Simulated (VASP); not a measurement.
GaS3: single point with PBE

GaS3:

```
Ga S
1.0
     4.27189    0.00000    0.00000
     0.00000    4.27189    0.00000
     0.00000    0.00000    4.22798
Ga S
1 3
Direct
  0.00000 0.00000 0.00000
  0.00000 0.50000 0.50000
  0.50000 0.00000 0.50000
  0.50000 0.50000 0.00000
```

| Item | Value |
| --- | --- |
| Program | VASP 6.6.1 |
| Task | single point |
| Functional | PBE |
| Potentials or basis | VASP PAW PBE potentials, release 64 (Ga_d, S) |
| Cutoff | 520 eV |
| k mesh | 4 × 4 × 4 |
| Occupations | gaussian, width 0.1 eV |
| Spin | no spin polarisation |
| Dipole correction | no |
| Further INCAR settings | ALGO = Normal; EDIFF = 1e-06; NBANDS = 24 |

- Pressure: -5.2 GPa
- Band gap on the k mesh: zero (an odd number of electrons rules out a gap without spin polarisation)

Stress tensor (GPa, compression positive):
```
-4.74  0.00  0.00
 0.00 -4.74  0.00
 0.00  0.00 -6.14
```

Levels at points of the mesh, in eV from the Fermi level:
| k point | band 13 | band 14 | band 15 | band 16 | band 17 | band 18 | band 19 | band 20 |
| --- | --- | --- | --- | --- | --- | --- | --- | --- |
| (0.00, 0.00, 0.00) | -0.92 | -0.91 | -0.91 | 0.61 | 0.62 | 0.62 | 6.00 | 6.05 |
| (0.50, 0.00, 0.00) | -2.62 | -1.90 | -1.74 | 0.38 | 0.43 | 0.92 | 2.63 | 4.86 |
| (0.50, 0.50, 0.00) | -2.15 | -2.06 | -2.06 | -0.35 | 0.99 | 1.06 | 2.51 | 5.54 |
| (0.00, 0.00, 0.50) | -2.66 | -1.97 | -1.76 | 0.35 | 0.35 | 0.99 | 2.63 | 4.77 |
| (0.50, 0.00, 0.50) | -2.17 | -2.10 | -2.07 | -0.49 | 1.08 | 1.12 | 2.43 | 5.62 |
| (0.50, 0.50, 0.50) | -4.35 | 1.11 | 1.11 | 1.17 | 1.17 | 1.21 | 7.13 | 7.13 |

Wall time 42 s on 1 thread of Intel Xeon 8259CL, with other jobs on the host, peak memory 0.19 GiB.

Caveat: the k points lie up to 0.37 Å⁻¹ apart, too coarse for converged energies and pressures of a metal.
